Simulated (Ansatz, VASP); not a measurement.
# AlCu5: VASP beside Ansatz

```
Al Cu
1.0
     4.72473    0.00000    0.00000
    -2.36236    4.09173    0.00000
     0.00000    0.00000    6.95065
Al Cu
1 5
Cartesian
  0.0000 0.0000 0.0000
  2.3624 0.0000 3.4753
  -1.1812 2.0459 3.4753
  1.1812 2.0459 3.4753
  0.0000 0.0000 4.6319
  0.0000 0.0000 2.3188
```

Alike in both runs: functional PBE; k mesh 12 × 12 × 6; occupations gaussian, width 0.1 eV; no spin polarisation.

Ansatz relaxed the structure, and its values are those at the end. VASP's run is a single point on that final structure, the one shown.

```csv
,VASP,Ansatz
version,VASP 6.6.1,Ansatz 0.2.0
potentials or method,"VASP PAW PBE potentials, release 64 (Al, Cu), cutoff 520 eV","scalar-relativistic, plane waves, PAW"
valence electrons in the cell,58,98
```

```tsv
	VASP	Ansatz	Ansatz less VASP
gap on the k mesh at the Fermi level (eV)	none	none	-
pressure (GPa)	0.4	0.0	-0.44
rms of the force components (eV/Å)	0.007	0.001	-0.0061
```

A gap of «none» marks a metal or a gap that the smearing closes. VASP's potentials hold 58 valence electrons a cell and Ansatz's 98, so a difference there can come from the potentials and not from the codes.
